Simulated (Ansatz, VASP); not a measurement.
## Zr3N4: VASP beside Ansatz

```xyz
14
Lattice="-3.3879 3.3879 3.3879 3.3879 -3.3879 3.3879 3.3879 3.3879 -3.3879" Properties=species:S:1:pos:R:3 pbc="T T T"
Zr    0.0000    5.0818    0.8470
Zr    1.6939    2.5409    0.0000
Zr    5.0818    0.8470    0.0000
Zr    0.8470    0.0000    5.0818
Zr    2.5409    0.0000    1.6939
Zr    0.0000    1.6939    2.5409
N     2.1329    2.1329    2.1329
N    -0.4390    2.9489    0.4390
N     2.9489    0.4390   -0.4390
N     0.4390   -0.4390    2.9489
N     4.6429   -1.2550    1.2550
N    -1.2550    1.2550    4.6429
N     0.4390    0.4390    0.4390
N     1.2550    4.6429   -1.2550
```

Alike in both runs: task single point; functional PBE; k mesh 6 × 6 × 6; occupations fermi-dirac, width 0.02 eV; non-collinear spin, spin-orbit coupling.

|  | VASP | Ansatz |
| --- | --- | --- |
| version | VASP 6.6.1 | Ansatz 0.2.0 |
| potentials or method | VASP PAW PBE potentials, release 64 (Zr_sv, N) | plane waves, PAW |
| plane-wave cutoff (eV) | 600 | 420 |
| valence electrons in the cell | 112 | 112 |

```tsv
	VASP	Ansatz	Ansatz less VASP
pressure (GPa)	2.2	2.0	-0.12
rms of the force components (eV/Å)	0.058	0.051	-0.0069
```

Atom by atom the forces differ by 0.007 eV/Å (rms over components). The functional is the same, so the differences come from potentials, cutoffs and numerics.
